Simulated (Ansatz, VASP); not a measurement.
**One calculation of Ba, two programs**

```xyz
2
Lattice="0.0000 3.7515 3.7515 3.7515 0.0000 3.7515 3.7515 3.7515 0.0000" Properties=species:S:1:pos:R:3 pbc="T T T"
Ba    0.9379    0.9379    0.9379
Ba    6.5652    6.5652    6.5652
```

Alike in both runs: task single point; functional PBE; k mesh 8 × 8 × 8; occupations fermi-dirac, width 0.1 eV; no spin polarisation.

|  | VASP | Ansatz |
| --- | --- | --- |
| version | VASP 6.6.1 | Ansatz 0.2.0 |
| potentials or method | VASP PAW PBE potentials, release 64 (Ba_sv), cutoff 520 eV | plane waves (420 eV) with PAW, scalar-relativistic |
| valence electrons in the cell | 20 | 20 |

```csv
,VASP,Ansatz,Ansatz less VASP
pressure (GPa),1.4,0.8,-0.59
```

Spin-orbit coupling is off throughout.
